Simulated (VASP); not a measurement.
# Pd (Fm-3m) in VASP: further runs, part 2 of 2

VASP 6.6.1.

## Step 5: Single point, PBE

This run uses another cell than the first one, of 15.54 Å³/atom, 1.056 times its volume.

INCAR

```
SYSTEM = Pd
ALGO = Normal ; EDIFF = 1E-7
ENCUT = 520 ; GGA = PE
ISIF = 2 ; ISMEAR = 0
LASPH = .True. ; LCHARG = .True.
LELF = .True. ; LREAL = .False.
LVHAR = .True. ; LWAVE = .False.
NBANDS = 11 ; NELM = 100
PREC = Accurate ; SIGMA = 0.05
```

KPOINTS

```
k-points
0
Gamma
  8 8 8
  0 0 0
```

POSCAR

```
Pd
1.0
    0.0000000000      1.9807844529      1.9807844529
    1.9807844529      0.0000000000      1.9807844529
    1.9807844529      1.9807844529      0.0000000000
Pd
1
Direct
    0.0000000000      0.0000000000      0.0000000000
```

Potentials or basis: VASP PAW PBE potentials, release 64 (Pd).

Command:

```bash
cat potpaw_PBE.64/Pd/POTCAR > POTCAR
mpirun -np 1 vasp_std > vasp.out
```

OUTCAR:

```text
SYSTEM = Pd
   EDIFF = 1E-7
   ENCUT = 520
   GGA = PE
   ISIF = 2
   ISMEAR = 0
   LASPH = .True.
   LREAL = .False.
   NELM = 100
   PREC = Accurate

 ion  position               nearest neighbor table
   1  0.000  0.000  0.000-

  LATTYP: Found a face centered cubic cell.
 ALAT       =     3.9615689058

  Lattice vectors:

 A1 = (   0.0000000000,   1.9807844529,   1.9807844529)
 A2 = (   1.9807844529,   0.0000000000,   1.9807844529)
 A3 = (   1.9807844529,   1.9807844529,   0.0000000000)

Analysis of symmetry for initial positions (statically):
=====================================================================
 Subroutine PRICEL returns:
 Original cell was already a primitive cell.

 Routine SETGRP: Setting up the symmetry group for a
 face centered cubic supercell.

 Subroutine GETGRP returns: Found 48 space group operations
 (whereof 48 operations were pure point group operations)
 out of a pool of 48 trial point group operations.

The static configuration has the point symmetry O_h .

[... 164 lines left out ...]
 Fermi energy:         9.0080000265

 k-point     1 :       0.0000    0.0000    0.0000
  band No.  band energies     occupation
      1       2.1837      2.00000
      2       6.3503      2.00000
      3       6.3503      2.00000
      4       6.3503      2.00000
      5       7.8255      2.00000
      6       7.8255      2.00000
      7      26.0807      0.00000
      8      30.5539      0.00000
      9      30.5539      0.00000
     10      30.5539      0.00000
     11      35.3026      0.00000
[... 309 lines left out ...]
 k-point    24 :      -0.3750    0.2500    0.1250
  band No.  band energies     occupation
      1       4.9267      2.00000
      2       5.6265      2.00000
      3       6.7217      2.00000
      4       7.1502      2.00000
      5       8.8131      2.00000
      6      13.6501      0.00000
      7      15.9649      0.00000
      8      24.2114      0.00000
      9      24.3873      0.00000
     10      29.6962      0.00000
     11      35.1204      0.00000

 [... further k-points ...]

------------------------ aborting loop because EDIFF is reached ----------------------------------------

  FORCE on cell =-STRESS in cart. coord.  units (eV):
  Direction    XX          YY          ZZ          XY          YZ          ZX
  --------------------------------------------------------------------------------------
  -------------------------------------------------------------------------------------
  Total       -0.1849299     -0.1849299     -0.1849299      0.0000000      0.0000000      0.0000000
  in kB      -19.0623330    -19.0623330    -19.0623330      0.0000000      0.0000000      0.0000000
  external PRESSURE =     -19.0623330 kB  Pullay stress =       0.0000000 kB

 VOLUME and BASIS-vectors are now :
 -----------------------------------------------------------------------------
  energy-cutoff  :      520.00
  volume of cell :       15.54
      direct lattice vectors                 reciprocal lattice vectors
     0.000000000  1.980784453  1.980784453    -0.252425245  0.252425245  0.252425245
     1.980784453  0.000000000  1.980784453     0.252425245 -0.252425245  0.252425245
     1.980784453  1.980784453  0.000000000     0.252425245  0.252425245 -0.252425245

 POSITION                                       TOTAL-FORCE (eV/Angst)
 -----------------------------------------------------------------------------------
      0.00000      0.00000      0.00000        -0.000000      0.000000      0.000000
 -----------------------------------------------------------------------------------
    total drift:                               -0.000000      0.000000      0.000000

  FREE ENERGIE OF THE ION-ELECTRON SYSTEM (eV)
  ---------------------------------------------------
  free  energy   TOTEN  =        -5.1985211530 eV

  energy  without entropy=       -5.1948892799  energy(sigma->0) =       -5.19670522
```

Run time: 8.4 s. Hardware: 1 thread of AMD EPYC 7R43 (Zen 3), shared host; peak memory 0.1 GiB.

Results:

* Free energy: -5.1985 eV
* Pressure: -1.9 GPa
* Band gap on the k mesh: zero (band 5 reaches 9.23 eV, above the bottom of band 6 at 7.77 eV)

## Step 6: Single point, PBE, non-collinear spin, zero start, spin-orbit coupling

This run uses another cell than the first one, of 15.31 Å³/atom, 1.041 times its volume.

INCAR

```
ALGO = Normal
EDIFF = 1E-7
ENCUT = 520
GGA = PE
GGA_COMPAT = False
ISIF = 2
ISMEAR = 0
LASPH = True
LCHARG = False
LMAXMIX = 4
LNONCOLLINEAR = True
LORBIT = 11
LORBMOM = True
LREAL = False
LSORBIT = True
LWAVE = False
MAGMOM = 0 0 0
NBANDS = 21
NELM = 150
PREC = Accurate
SIGMA = 0.05
```

KPOINTS

```
k-points
0
Gamma
  18 18 18
```

POSCAR

```
Pd
1.0
    0.0000000000      1.9709908390      1.9709908390
    1.9709908390      0.0000000000      1.9709908390
    1.9709908390      1.9709908390      0.0000000000
Pd
1
Direct
    0.0000000000      0.0000000000      0.0000000000
```

Potentials or basis: VASP PAW PBE potentials, release 64 (Pd).

Command:

```bash
cat potpaw_PBE.64/Pd/POTCAR > POTCAR
mpirun -np 1 vasp_ncl > vasp.out
```

Wall time 4 min (1 thread of AMD EPYC 7R43 (Zen 3), shared host); peak memory 0.22 GiB.

It converged, with:

```
Free energy                                           : -5.2647 eV
Pressure                                              : -0.2 GPa
Net moment                                            : 0.00 μB per cell
Valence electrons inside the program's atomic spheres : Pd 9.37
```

Moments on the atoms (μB; x, y, z):
```
Pd  0.00 0.00 0.00
```

## Step 7: The runs side by side

```tsv
spin	cell	k mesh	gap on the mesh (eV)	pressure (GPa)
off	a = 2.751 Å, angles 60.0°, 1 atom	8 × 8 × 8	none	8.2
off	a = 2.801 Å, angles 60.0°, 1 atom	8 × 8 × 8	none	-1.9
non-collinear, zero start, SOC	a = 2.787 Å, angles 60.0°, 1 atom	18 × 18 × 18	-	-0.2
```

Alike in all rows: task single point; level PBE; potentials or basis VASP PAW PBE potentials, release 64 (Pd); cutoff (eV) 520; smearing gaussian 0.05 eV.

Total energies depend on the potentials used, so only differences within one code and one set of settings carry meaning.
